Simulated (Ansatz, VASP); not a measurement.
# Ba in VASP and in Ansatz

```
Ba
1.0
    -2.50000    2.50000    2.50000
     2.50000   -2.50000    2.50000
     2.50000    2.50000   -2.50000
Ba
1
Direct
  0.00000 0.00000 0.00000
```

Alike in both runs: task electric field gradients; functional LDA; k mesh 10 × 10 × 10; occupations fermi-dirac, width 0.05 eV; no spin polarisation.

|  | VASP | Ansatz |
| --- | --- | --- |
| version | VASP 6.6.1 | Ansatz 0.2.0 |
| potentials or method | VASP PAW LDA potentials, release 64 (Ba_sv) | PAW with Ansatz's default frozen-core files, scalar-relativistic |
| plane-wave cutoff (eV) | 520 | 420 |
| valence electrons in the cell | 10 | 10 |

```tsv
	VASP	Ansatz	Ansatz less VASP
pressure (GPa)	-1.2	-1.2	-0.04
```

LDA's correlation is that of Perdew and Zunger in VASP and of Perdew and Wang (1992) in Ansatz.

Neither program's run includes spin-orbit coupling.
